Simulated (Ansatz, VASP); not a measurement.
# TiSi2 in VASP and in Ansatz

```
Ti Si
1.0
     1.72907   -6.62130    0.00000
     1.72907    6.62130    0.00000
     0.00000    0.00000    3.49239
Ti Si
2 4
Direct
  0.10312 0.89688 0.25000
  0.89688 0.10312 0.75000
  0.75031 0.24969 0.25000
  0.24969 0.75031 0.75000
  0.44175 0.55825 0.25000
  0.55825 0.44175 0.75000
```

Alike in both runs: task single point; functional LDA; k mesh 8 × 8 × 8; occupations fermi-dirac, width 0.05 eV; no spin polarisation.

|  | VASP | Ansatz |
| --- | --- | --- |
| version | VASP 6.6.1 | Ansatz 0.2.0 |
| potentials or method | VASP PAW LDA potentials, release 64 (Ti_sv, Si) | Ansatz PAW |
| plane-wave cutoff (eV) | 520 | 420 |
| valence electrons in the cell | 40 | 40 |

```csv
,VASP,Ansatz,Ansatz less VASP
gap on the k mesh at the Fermi level (eV),none,none,-
pressure (GPa),4.2,4.0,-0.23
"traceless stress, the component that is largest in VASP (GPa)",1.54,1.51,-0.030
rms of the force components (eV/Å),0.120,0.122,+0.0013
```

LDA's correlation is that of Perdew and Zunger in VASP and of Perdew and Wang (1992) in Ansatz. Atom by atom the forces differ by 0.002 eV/Å (rms over components). A gap of «none» marks a metal or a gap that the smearing closes.
